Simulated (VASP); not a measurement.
# Pt (a cell with a defect) in VASP: single point with LDA

Aim: the single point of Pt (a cell with a defect) with LDA.

All numbers are computed with VASP 6.6.1; they aren't measurements. Logs are shortened: lines on timing, memory, paths and dates and some standing lists are left out, and cuts for length are marked.

**1. The cell of the first run**

The cell holds a defect, 26 atoms: a = 8.260 Å, b = 8.260 Å, c = 8.260 Å, α = 60.00°, β = 60.00°, γ = 60.00°.

**2. Single point, LDA**

Contents of INCAR:

```
PREC = Accurate ; ENCUT = 520
EDIFF = 1E-6 ; ISMEAR = 0
SIGMA = 0.1 ; LREAL = Auto
LASPH = True ; NELM = 80
ALGO = Fast ; ISIF = 2
LWAVE = False ; LCHARG = True
GGA = CA ; LELF = True
LVHAR = True ; NBANDS = 149
```

Contents of KPOINTS:

```
Automatic mesh
0
Gamma
  4 4 4
```

Contents of POSCAR:

```
Pt
1.0
   -5.8406277551      5.8406277551      0.0000000000
   -5.8406277551      0.0000000000      5.8406277551
    0.0000000000      5.8406277551      5.8406277551
Pt
26
Direct
    0.3261467229      0.0000000000      0.0000000000
    0.0000000000      0.3261467229      0.0000000000
    0.0000000000      0.0000000000      0.3261467229
    0.6738532771      0.0000000000      0.0000000000
    0.3332764024      0.3332764024      0.0001707927
    0.3332764024      0.0001707927      0.3332764024
    0.0000000000      0.6738532771      0.0000000000
    0.0001707927      0.3332764024      0.3332764024
    0.0000000000      0.0000000000      0.6738532771
    0.6738532771      0.3261467229      0.0000000000
    0.6738532771      0.0000000000      0.3261467229
    0.3261467229      0.6738532771      0.0000000000
    0.3332764024      0.3332764024      0.3332764024
    0.3261467229      0.0000000000      0.6738532771
    0.0000000000      0.6738532771      0.3261467229
    0.0000000000      0.3261467229      0.6738532771
    0.6667235976      0.6667235976     -0.0001707927
    0.6678383572      0.3321616428      0.3321616428
    0.6667235976     -0.0001707927      0.6667235976
    0.3321616428      0.6678383572      0.3321616428
    0.3321616428      0.3321616428      0.6678383572
   -0.0001707927      0.6667235976      0.6667235976
    0.6678383572      0.6678383572      0.3321616428
    0.6678383572      0.3321616428      0.6678383572
    0.3321616428      0.6678383572      0.6678383572
    0.6667235976      0.6667235976      0.6667235976
```

Potentials or basis: VASP PAW LDA potentials, release 64 (Pt).

Launch:

```sh
$ cat potpaw_LDA.64/Pt/POTCAR > POTCAR
$ mpirun -np 1 vasp_std > vasp.out
```

OUTCAR:

```text
PREC = Accurate
   ENCUT = 520
   EDIFF = 1E-6
   ISMEAR = 0
   LREAL = Auto
   LASPH = True
   NELM = 80
   ISIF = 2
   GGA = CA

 ion  position               nearest neighbor table
   1  0.326  0.000  0.000-   2 2.69   3 2.69  12 2.69  14 2.69  20 2.74  21 2.74   5 2.78   6 2.78
                            17 2.78  19 2.78   4 2.87
   2  0.000  0.326  0.000-   1 2.69   3 2.69  10 2.69  16 2.69  18 2.74  21 2.74   5 2.78   8 2.78
                            17 2.78  22 2.78   7 2.87
   3  0.000  0.000  0.326-   1 2.69   2 2.69  11 2.69  15 2.69  18 2.74  20 2.74   6 2.78   8 2.78
                            19 2.78  22 2.78   9 2.87
   4  0.674  0.000  0.000-   7 2.69   9 2.69  10 2.69  11 2.69  23 2.74  24 2.74  17 2.78  19 2.78
                             5 2.78   6 2.78   1 2.87
   5  0.333  0.333  0.000-   6 2.75   8 2.75  13 2.75  21 2.75  24 2.75  25 2.75   1 2.78   2 2.78
                             7 2.78   4 2.78  10 2.78  12 2.78
   6  0.333  0.000  0.333-   5 2.75   8 2.75  13 2.75  20 2.75  23 2.75  25 2.75   1 2.78   3 2.78
                             4 2.78   9 2.78  14 2.78  11 2.78
   7  0.000  0.674  0.000-   4 2.69   9 2.69  12 2.69  15 2.69  23 2.74  25 2.74  17 2.78  22 2.78
                             8 2.78   5 2.78   2 2.87
   8  0.000  0.333  0.333-   5 2.75   6 2.75  13 2.75  18 2.75  23 2.75  24 2.75   2 2.78   3 2.78
                             7 2.78   9 2.78  16 2.78  15 2.78
   9  0.000  0.000  0.674-   4 2.69   7 2.69  14 2.69  16 2.69  24 2.74  25 2.74  19 2.78  22 2.78
[... 21 lines left out ...]
  20  0.332  0.668  0.332-   1 2.74   3 2.74  12 2.74  15 2.74   6 2.75  17 2.75  22 2.75  13 2.75
                            21 2.77  18 2.77  23 2.77  25 2.77
  21  0.332  0.332  0.668-   1 2.74   2 2.74  14 2.74  16 2.74   5 2.75  19 2.75  22 2.75  13 2.75
                            20 2.77  18 2.77  24 2.77  25 2.77
  22  1.000  0.667  0.667-  17 2.75  19 2.75  26 2.75  25 2.75  20 2.75  21 2.75   7 2.78   9 2.78
                             2 2.78   3 2.78  15 2.78  16 2.78
  23  0.668  0.668  0.332-   4 2.74   7 2.74  11 2.74  15 2.74  17 2.75   8 2.75   6 2.75  26 2.75
                            20 2.77  24 2.77  25 2.77  18 2.77
  24  0.668  0.332  0.668-   4 2.74   9 2.74  10 2.74  16 2.74  19 2.75   5 2.75   8 2.75  26 2.75
                            21 2.77  23 2.77  25 2.77  18 2.77
  25  0.332  0.668  0.668-   7 2.74   9 2.74  12 2.74  14 2.74  22 2.75   6 2.75   5 2.75  26 2.75
                            20 2.77  23 2.77  24 2.77  21 2.77
  26  0.667  0.667  0.667-  17 2.75  19 2.75  22 2.75  23 2.75  24 2.75  25 2.75  10 2.78  11 2.78
                            15 2.78  16 2.78  12 2.78  14 2.78

  LATTYP: Found a face centered cubic cell.
 ALAT       =    11.6812555102

  Lattice vectors:

 A1 = (  -5.8406277551,   5.8406277551,   0.0000000000)
 A2 = (  -5.8406277551,   0.0000000000,   5.8406277551)
 A3 = (   0.0000000000,   5.8406277551,   5.8406277551)

Analysis of symmetry for initial positions (statically):
=====================================================================
 Subroutine PRICEL returns:
 Original cell was already a primitive cell.

 Routine SETGRP: Setting up the symmetry group for a
 face centered cubic supercell.
[... 169 lines left out ...]
     AMIX     =   0.40;   BMIX     =  1.00
     AMIX_MAG =   1.60;   BMIX_MAG =  1.00
  volume/ion in A,a.u.               =      15.33       103.43
  Fermi-wavevector in a.u.,A,eV,Ry     =   1.419917  2.683255 27.431597  2.016165
  Thomas-Fermi vector in A             =   2.540888
   LORBIT       =      0    0 simple, 1 ext, 2 COOP (PROOUT), +10 PAW based schemes
   GGA     = CA    functional components
   LHFCALC =     F    Hartree Fock is set to
   AEXX    =    0.0000 exact exchange contribution
   IVDW    =     0    specifies the selected vdW correction
   LEPSILON=     F    determine dielectric tensor
   LRPA    =     F    only Hartree local field effects (RPA)
 non-spin polarized calculation
 RMM-DIIS sequential band-by-band and
 Gauss-broadening in eV      SIGMA  =   0.10
  energy-cutoff  :      520.00
  volume of cell :      398.48
 maximum number of plane-waves:     10777
 NGX is ok and might be reduce to    64
   NGX = 31   NGY = 31   NGZ = 31

 number of electron     260.0000009 magnetization

 Free energy of the ion-electron system (eV)
  ---------------------------------------------------
  ext. energy  EPLUGINS =         0.00000000
  ---------------------------------------------------
  free energy    TOTEN  =      -194.45257689 eV

  energy without entropy =     -194.23596906  energy(sigma->0) =     -194.34427297

 E-fermi :  10.8822     XC(G=0): -13.5495

 val. band max:       10.8819515238   @ k =   0.5000   0.0000   0.0000
 cond. band min:      10.8849547172   @ k =   0.2500   0.0000   0.0000
 fundamental gap:      0.0030031934
 Fermi energy:        10.8821545915

 k-point     1 :       0.0000    0.0000    0.0000
  band No.  band energies     occupation
      1       0.6352      2.00000
      2       3.1923      2.00000
      3       3.2000      2.00000
      4       3.2000      2.00000
      5       3.2000      2.00000
      6       3.3917      2.00000
[... 1149 lines left out ...]
    141      13.0413      0.00000
    142      13.0413      0.00000
 [bands above 142 left out]

------------------------ aborting loop because EDIFF is reached ----------------------------------------

  FORCE on cell =-STRESS in cart. coord.  units (eV):
  Direction    XX          YY          ZZ          XY          YZ          ZX
  --------------------------------------------------------------------------------------
  -------------------------------------------------------------------------------------
  Total      -10.2898420    -10.2898420    -10.2898420     -0.0000000      0.0000000     -0.0000000
  in kB      -41.3723995    -41.3723995    -41.3723995     -0.0000000      0.0000000     -0.0000000
  external PRESSURE =     -41.3723995 kB  Pullay stress =       0.0000000 kB

 VOLUME and BASIS-vectors are now :
 -----------------------------------------------------------------------------
  energy-cutoff  :      520.00
  volume of cell :      398.48
      direct lattice vectors                 reciprocal lattice vectors
    -5.840627755  5.840627755  0.000000000    -0.085607236  0.085607236 -0.085607236
    -5.840627755  0.000000000  5.840627755    -0.085607236 -0.085607236  0.085607236
     0.000000000  5.840627755  5.840627755     0.085607236  0.085607236  0.085607236

 POSITION                                       TOTAL-FORCE (eV/Angst)
 -----------------------------------------------------------------------------------
     -1.90490      1.90490      0.00000        -0.002168      0.002168      0.000000
     -1.90490      0.00000      1.90490        -0.002168     -0.000000      0.002168
      0.00000      1.90490      1.90490        -0.000000      0.002168      0.002168
     -3.93573      3.93573      0.00000         0.002168     -0.002168      0.000000
     -3.89309      1.94754      1.94754        -0.002841     -0.002841     -0.002841
     -1.94754      3.89309      1.94754         0.002841      0.002841     -0.002841
[... 18 lines left out ...]
     -5.84063      5.84063      7.80119        -0.000000     -0.000000     -0.014316
     -7.78817      7.78817      7.78817         0.002841     -0.002841     -0.002841
 -----------------------------------------------------------------------------------
    total drift:                               -0.000000      0.000000      0.000000

  FREE ENERGIE OF THE ION-ELECTRON SYSTEM (eV)
  ---------------------------------------------------
  free  energy   TOTEN  =      -194.4525768935 eV

  energy  without entropy=     -194.2359690564  energy(sigma->0) =     -194.34427297
```

OSZICAR:

```text
N       E                     dE             d eps       ncg     rms          rms(c)
DAV:   1     0.178653994688E+04    0.17865E+04   -0.13325E+05  2384   0.170E+03
DAV:   2    -0.104585414892E+03   -0.18911E+04   -0.18116E+04  2560   0.373E+02
DAV:   3    -0.202704589468E+03   -0.98119E+02   -0.89113E+02  2899   0.720E+01
DAV:   4    -0.206127229956E+03   -0.34226E+01   -0.33347E+01  2832   0.127E+01
DAV:   5    -0.206204119044E+03   -0.76889E-01   -0.76724E-01  2942   0.186E+00    0.673E+01
RMM:   6    -0.195739893118E+03    0.10464E+02   -0.24908E+01  2387   0.141E+01    0.357E+01
RMM:   7    -0.199914345479E+03   -0.41745E+01   -0.20736E+01  2411   0.103E+01    0.260E+01
RMM:   8    -0.194712652728E+03    0.52017E+01   -0.71487E+00  2398   0.643E+00    0.752E+00
RMM:   9    -0.194854901572E+03   -0.14225E+00   -0.25900E+00  2439   0.340E+00    0.683E+00
RMM:  10    -0.194481950818E+03    0.37295E+00   -0.61625E-01  2464   0.198E+00    0.182E+00
RMM:  11    -0.194450648676E+03    0.31302E-01   -0.13863E-01  2547   0.684E-01    0.301E-01
RMM:  12    -0.194452316641E+03   -0.16680E-02   -0.26845E-02  2810   0.247E-01    0.186E-01
RMM:  13    -0.194452703257E+03   -0.38662E-03   -0.35227E-03  2737   0.108E-01    0.147E-01
RMM:  14    -0.194452546679E+03    0.15658E-03   -0.10245E-03  2642   0.649E-02    0.365E-02
RMM:  15    -0.194452574349E+03   -0.27669E-04   -0.32554E-04  3005   0.254E-02    0.116E-02
RMM:  16    -0.194452576029E+03   -0.16802E-05   -0.34820E-05  2750   0.109E-02    0.722E-03
RMM:  17    -0.194452576788E+03   -0.75905E-06   -0.11716E-05  2392   0.556E-03    0.231E-03
RMM:  18    -0.194452576894E+03   -0.10545E-06   -0.17889E-06  1435   0.284E-03
   1 F= -.19445258E+03 E0= -.19434427E+03  d E =-.216608E+00
```

Run time: 13 min. Hardware: 1 thread of AMD EPYC 9R45 (Zen 5), shared host; peak memory 0.57 GiB.

Results:

```
Free energy            : -194.4526 eV
Pressure               : -4.1 GPa
Largest force          : 0.014 eV/Å
Band gap on the k mesh : zero (band 130 reaches 11.09 eV, above the bottom of band 131 at 10.26 eV)
```

Forces on the atoms (eV/Å):
```
Pt  -0.002  0.002  0.000
Pt  -0.002  0.000  0.002
Pt   0.000  0.002  0.002
Pt   0.002 -0.002  0.000
Pt  -0.003 -0.003 -0.003
Pt   0.003  0.003 -0.003
Pt   0.002  0.000 -0.002
Pt   0.003 -0.003  0.003
Pt   0.000 -0.002 -0.002
Pt   0.000 -0.002  0.002
Pt   0.002  0.000  0.002
Pt   0.000  0.002 -0.002
Pt  -0.003  0.003  0.003
Pt  -0.002  0.000 -0.002
Pt   0.002  0.002  0.000
Pt  -0.002 -0.002  0.000
Pt   0.003  0.003  0.003
Pt   0.000  0.000  0.014
Pt  -0.003 -0.003  0.003
Pt   0.000  0.014  0.000
Pt  -0.014  0.000  0.000
Pt  -0.003  0.003 -0.003
Pt   0.014  0.000  0.000
Pt   0.000 -0.014  0.000
Pt   0.000  0.000 -0.014
Pt   0.003 -0.003 -0.003
```

Levels at points of the mesh, in eV from the Fermi level:
```csv
k point,band 129,band 130,band 131,band 132,band 133,band 134
"(0.00, 0.00, 0.00)",-0.71,-0.71,-0.62,-0.62,-0.60,-0.60
"(0.50, 0.00, 0.00)",-0.07,-0.07,-0.01,-0.01,0.00,0.13
"(0.50, 0.50, 0.00)",0.15,0.21,0.32,0.32,0.56,0.56
```

Caveat: spin-orbit coupling is left out, which moves the levels of the heavy elements.
